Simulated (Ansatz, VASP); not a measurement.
# Two plane-wave programs on TiO2

```
Ti O
1.0
    -1.88440    1.88440    4.77915
     1.88440   -1.88440    4.77915
     1.88440    1.88440   -4.77915
Ti O
2 4
Cartesian
  0.0000 0.0000 0.0000
  0.0000 1.8844 2.3896
  0.0000 1.8844 4.3723
  0.0000 0.0000 1.9827
  0.0000 1.8844 0.4069
  0.0000 0.0000 7.5756
```

Alike in both runs: functional PBEsol; k mesh 10 × 10 × 10; occupations gaussian, width 0.02 eV; no spin polarisation.

Ansatz relaxed the structure, and its values are those at the end. VASP's run is a single point on that final structure, the one shown.

|  | VASP | Ansatz |
| --- | --- | --- |
| version | VASP 6.6.1 | Ansatz 0.2.0 |
| potentials or method | VASP PAW PBE potentials, release 64 (Ti_sv, O), cutoff 520 eV | scalar-relativistic, plane waves, PAW |
| valence electrons in the cell | 48 | 48 |

Ansatz gave:

* gap on the k mesh at the Fermi level (eV): 2.13
* least direct gap on the mesh (eV): 2.44
* pressure (GPa): 0.0
* rms of the force components (eV/Å): 0.001

Which values does VASP return?

gap on the k mesh at the Fermi level (eV): 2.10; least direct gap on the mesh (eV): 2.42; pressure (GPa): 0.7; rms of the force components (eV/Å): 0.010.

VASP's potentials were made for PBE, not for PBEsol.
